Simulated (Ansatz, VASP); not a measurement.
# Two plane-wave programs on Al2Cu

```
CELL_PARAMETERS angstrom
-2.09823 2.09823 2.74060
2.09823 -2.09823 2.74060
2.09823 2.09823 -2.74060
ATOMIC_POSITIONS crystal
Al 0.75000 0.25000 0.50000
Al 0.25000 0.75000 0.50000
Cu 0.50000 0.50000 0.00000
```

Alike in both runs: task single point; functional LDA; k mesh 14 × 14 × 14; occupations gaussian, width 0.15 eV; no spin polarisation.

```csv
,VASP,Ansatz
version,VASP 6.6.1,Ansatz 0.2.0
potentials or method,"VASP PAW LDA potentials, release 64 (Al, Cu), cutoff 520 eV","scalar-relativistic, plane waves, PAW"
valence electrons in the cell,17,25
```

|  | VASP | Ansatz | Ansatz less VASP |
| --- | --- | --- | --- |
| gap on the k mesh at the Fermi level (eV) | none | none | - |
| pressure (GPa) | -4.7 | -5.1 | -0.38 |
| traceless stress, the component that is largest in VASP (GPa) | 5.58 | 5.63 | +0.054 |

Ansatz warns that its potentials were made for another functional, while VASP's fit it. LDA's correlation is that of Perdew and Zunger in VASP and of Perdew and Wang (1992) in Ansatz. A gap of «none» marks a metal or a gap that the smearing closes. VASP's potentials hold 17 valence electrons a cell and Ansatz's 25, so a difference there can come from the potentials and not from the codes.
